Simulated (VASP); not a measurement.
A run of VASP 6.6.1 is set up as follows.

The input INCAR:

```
SYSTEM = Lu
PREC = Accurate
ENCUT = 520
EDIFF = 1E-6
ISMEAR = -1
SIGMA = 0.05
LREAL = .False.
LASPH = .True.
NELM = 80
ALGO = Normal
ISIF = 2
LWAVE = .False.
LCHARG = .False.
GGA = PS
NBANDS = 32
```

File KPOINTS:

```
regular mesh
0
Gamma
  7 7 4
  0 0 0
```

Contents of POSCAR:

```
Lu
1.0
    3.5031000000      0.0000000000      0.0000000000
   -1.7515500000      3.0337735920      0.0000000000
    0.0000000000      0.0000000000      5.5509000000
Lu
2
Direct
    0.3330550321      0.7486072810      0.2500000000
    1.3336115370      0.2513925238      0.7500000000
```

Potentials or basis: VASP PAW PBE potentials, release 64 (Lu).

Launch:

```bash
$ cat potpaw_PBE.64/Lu/POTCAR > POTCAR
$ mpirun -np 1 vasp_std > vasp.out
```

(1) What does it give for the largest force?

(2) Predict the pressure.

Answers

(1) 0.006 eV/Å.

(2) -2.4 GPa.

Caveat: the PAW data sets were made with another functional, which shifts forces and pressure a little.
